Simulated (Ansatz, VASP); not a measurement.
## W: VASP beside Ansatz

File INCAR:

```
SYSTEM = W
PREC = Accurate
ENCUT = 520
EDIFF = 1E-7
ISMEAR = -1
SIGMA = 0.05
LREAL = .False.
LASPH = .True.
NELM = 80
ALGO = Normal
ISIF = 2
LWAVE = .False.
LCHARG = .True.
GGA = PE
LELF = .True.
LVHAR = .True.
NBANDS = 13
```

Contents of KPOINTS:

```
regular mesh
0
Gamma
  14 14 14
  0 0 0
```

File POSCAR:

```
W
1.0
    0.0000000000      2.0453984507      1.9995500000
    2.0453984507      0.0000000000      1.9995500000
    2.0453984507      2.0453984507      0.0000000000
W
1
Direct
    0.0000000000      0.0000000000      0.0000000000
```

Input for Ansatz:

```yaml
crystal:
  lattice:
    - [0.0, 2.0453984507, 1.99955]
    - [2.0453984507, 0.0, 1.99955]
    - [2.0453984507, 2.0453984507, 0.0]
  atoms:
    - { symbol: W, position: [0.0, 0.0, 0.0] }
kpoints:
  mp_grid: { grid: [14, 14, 14] }
scf:
  occupations: { method: fermi_dirac, width: 0.05 }
hamiltonian:
  xc: pbe
  pseudopotentials: { kind: all_electron, lapw: { basis_error: 0.00025 } }
output:
  forces: true
  stress: true
  eigenvalues: true
```

Change from the starting cell: z stretched by -1.5 % at fixed volume.

Alike in both runs: task single point; functional PBE; k mesh 14 × 14 × 14; occupations fermi-dirac, width 0.05 eV; no spin polarisation.

```csv
,VASP,Ansatz
version,VASP 6.6.1,Ansatz 0.2.0
potentials or method,"VASP PAW PBE potentials, release 64 (W_sv), cutoff 520 eV","all-electron LAPW, scalar-relativistic"
```

|  | VASP | Ansatz | Ansatz less VASP |
| --- | --- | --- | --- |
| pressure (GPa) | -4.3 | -4.6 | -0.33 |
| traceless stress, the component that is largest in VASP (GPa) | -5.06 | -5.03 | +0.023 |

Ansatz ran all-electron here, and VASP with PAW potentials.

Spin-orbit coupling is off throughout.
